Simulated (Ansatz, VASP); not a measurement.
## GaAs: VASP beside Ansatz

```
As Ga
1.0
     0.00000    2.82685    2.82685
     2.82685    0.00000    2.82685
     2.82685    2.82685    0.00000
As Ga
1 1
Direct
  0.75000 0.75000 0.75000
  0.00000 0.00000 0.00000
```

Alike in both runs: task relaxation of cell and atoms; functional PBE; k mesh 8 × 8 × 8; occupations fermi-dirac, width 0.05 eV; no spin polarisation.

|  | VASP | Ansatz |
| --- | --- | --- |
| version | VASP 6.6.1 | Ansatz 0.2.0 |
| potentials or method | VASP PAW PBE potentials, release 64 (As, Ga) | Ansatz PAW |
| plane-wave cutoff (eV) | 580 | 420 |
| valence electrons in the cell | 8 | 28 |

VASP gave:

| Item | Value |
| --- | --- |
| gap on the k mesh at the Fermi level, each at its own relaxed structure (eV) | 0.15 |
| relaxed volume (Å³/atom) | 23.91 |
| relaxed cell length with the largest relative difference (Å) | 4.074 |

Task: Estimate Ansatz's values.

Result: gap on the k mesh at the Fermi level, each at its own relaxed structure (eV): 0.16; relaxed volume (Å³/atom): 23.71; relaxed cell length with the largest relative difference (Å): 4.063.

VASP's potentials hold 8 valence electrons a cell and Ansatz's 28, so a difference there can come from the potentials and not from the codes.

Noted on Ansatz's run: the plane-wave basis is chosen anew once the cell has moved, so the energies of steps on either side of that aren't comparable.
